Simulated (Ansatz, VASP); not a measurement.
**One calculation of Zr, two programs**

```
CELL_PARAMETERS angstrom
-1.82597 1.82597 1.82597
1.82597 -1.82597 1.82597
1.82597 1.82597 -1.82597
ATOMIC_POSITIONS crystal
Zr 0.00000 0.00000 0.00000
```

Change from the starting cell: volume scaled by 1.06, PAW files.

Alike in both runs: task electric field gradients; functional r2SCAN; k mesh 13 × 13 × 13; occupations fermi-dirac, width 0.05 eV; no spin polarisation.

|  | VASP | Ansatz |
| --- | --- | --- |
| version | VASP 6.6.1 | Ansatz 0.2.0 |
| potentials or method | VASP PAW PBE potentials, release 64 (Zr_sv) | PAW with Ansatz's default frozen-core files, scalar-relativistic |
| plane-wave cutoff (eV) | 520 | 500 |
| valence electrons in the cell | 12 | 12 |

```csv
,VASP,Ansatz,Ansatz less VASP
pressure (GPa),-4.8,-4.8,-0.02
```

VASP's potentials were made for PBE, not for r2SCAN. With one functional, cell and mesh, what is left measures potentials, basis and numerics.
